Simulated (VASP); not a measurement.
# Ta: single point with LDA

Ta, a slab with vacuum:

```
Ta
1.0
     4.60023    0.00000    0.00000
    -2.30011    3.98391    0.00000
     0.00000    0.00000   19.75610
Ta
5
Cartesian
  3.4502 0.6640 8.0000
  -1.1501 3.3199 8.9390
  1.1501 1.9920 9.8780
  3.4502 0.6640 10.8171
  -1.1501 3.3199 11.7561
```

| Item | Value |
| --- | --- |
| Program | VASP 6.6.1 |
| Task | single point |
| Functional | LDA |
| Potentials or basis | VASP PAW LDA potentials, release 64 (Ta_pv) |
| Cutoff | 520 eV |
| k mesh | 10 × 10 × 1 |
| Occupations | fermi-dirac, width 0.05 eV |
| Spin | no spin polarisation |
| Dipole correction | yes |
| Further INCAR settings | ALGO = Normal; EDIFF = 1e-06; NBANDS = 36 |

- Largest force: 2.652 eV/Å
- Band gap on the k mesh: zero (an odd number of electrons rules out a gap without spin polarisation)

Forces in eV/Å, atoms in the order of the input:
```
Ta   0.000  0.000  2.652
Ta   0.000  0.000  0.895
Ta   0.000  0.000  0.000
Ta   0.000  0.000 -0.895
Ta   0.000  0.000 -2.652
```

Levels at points of the mesh, in eV from the Fermi level:
```
           k point  band 23  band 24  band 25  band 26  band 27  band 28  band 29  band 30  band 31  band 32
(0.00, 0.00, 0.00)    -1.30    -0.87    -0.87    -0.54    -0.54    -0.45    -0.05    -0.05     0.50     2.28
(0.50, 0.00, 0.00)    -1.28    -0.91    -0.83    -0.76    -0.56    -0.53     0.32     0.77     1.01     1.57
```

Wall time 9.6 min on 1 thread of AMD EPYC 7R13, on a shared host, peak memory 0.38 GiB.

Caveat: spin-orbit coupling is left out, which moves the levels of the heavy elements.
